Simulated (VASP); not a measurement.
# Mg2C3: single point with PBEsol

Crystal: Mg2C3.

```
Mg C
1.0
     2.42214   -2.35385   -0.00361
     2.42214    2.35385   -0.00361
    -1.23774    0.00000    4.87289
Mg C
2 3
Cartesian
  3.6762 0.0000 0.9616
  -0.0697 0.0000 3.9041
  1.1343 0.0000 1.2817
  2.4723 0.0000 3.5840
  1.8033 0.0000 2.4328
```

| Item | Value |
| --- | --- |
| Program | VASP 6.6.1 |
| Task | single point |
| Functional | PBEsol |
| Potentials or basis | VASP PAW PBE potentials, release 64 (Mg_sv, C) |
| Cutoff | 840 eV |
| k mesh | 8 × 8 × 6 |
| Occupations | gaussian, width 0.02 eV |
| Spin | no spin polarisation |

The pressure is -3.1 GPa, the largest force is 0.042 eV/Å and the band gap on the k mesh is 1.66 eV (least direct gap 2.33 eV).

Forces on the atoms (eV/Å):
```
Mg   0.006  0.000 -0.005
Mg  -0.006  0.000  0.005
C   -0.018  0.000 -0.038
C    0.018  0.000  0.038
C    0.000  0.000  0.000
```

Stress tensor (GPa, compression positive):
```
-3.16  0.00  0.08
 0.00 -3.19  0.00
 0.08  0.00 -2.99
```

Levels at points of the mesh, in eV from the valence-band top:
```
           k point  band 14  band 15  band 16  band 17  band 18  band 19
(0.00, 0.00, 0.00)    -2.96    -1.47    -0.70     3.21     3.46     4.08
(0.50, 0.00, 0.00)    -3.20    -3.13    -0.15     2.96     4.55     6.05
(0.50, 0.50, 0.00)    -3.73    -2.38    -1.17     1.66     1.89     3.04
(0.00, 0.00, 0.50)    -3.55    -0.98     0.00     3.14     3.44     3.90
(0.50, 0.00, 0.50)    -3.15    -1.31    -0.24     2.10     3.83     5.62
(0.50, 0.50, 0.50)    -3.93    -2.93    -2.05     2.03     3.33     5.46
```

Wall time 3.5 min on 1 thread of Intel(R) Xeon(R) Platinum 8375C CPU @ 2.90GHz (Ice Lake) (shared host), peak memory 0.38 GiB.

Caveat: the cell stands under tension; the PAW data sets were made with another functional, which shifts forces and pressure a little. A k mesh can miss the band edges.
